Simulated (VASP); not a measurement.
A run of VASP 6.6.1:

The input INCAR:

```
PREC = Accurate ; ENCUT = 700
EDIFF = 1E-6 ; ISMEAR = 0
SIGMA = 0.1 ; LREAL = F
LASPH = T ; NELM = 120
ALGO = Normal ; ISIF = 2
LWAVE = F ; LCHARG = F
GGA = PE ; NBANDS = 36
GGA_COMPAT = F
```

The input KPOINTS:

```
Automatic mesh
0
Gamma
  21 21 6
```

File POSCAR:

```
Cr
1.0
    2.6208629143      0.0000000000      0.0000000000
   -1.3104314571      2.2697338636      0.0000000000
    0.0000000000      0.0000000000      8.1708527801
Cr
4
Direct
    0.3333333333      0.6666666667      0.3771645554
    0.6666666667      0.3333333333      0.8771645554
    0.6666666667      0.3333333333      0.6228354446
    0.3333333333      0.6666666667      0.1228354446
```

Potentials or basis: VASP PAW PBE potentials, release 64 (Cr_sv).

Command:

```console
$ cat potpaw_PBE.64/Cr_sv/POTCAR > POTCAR
$ mpirun -np 1 vasp_std > vasp.out
```

Hardware: 1 thread of Intel(R) Xeon(R) 6975P-C (Granite Rapids), on a shared host.

Task: Estimate the wall time of this run.

Result: Run time: 4 min on 1 thread of Intel(R) Xeon(R) 6975P-C (Granite Rapids), on a shared host, peak memory 0.45 GiB. Counts: scf iterations 18, k points 192.
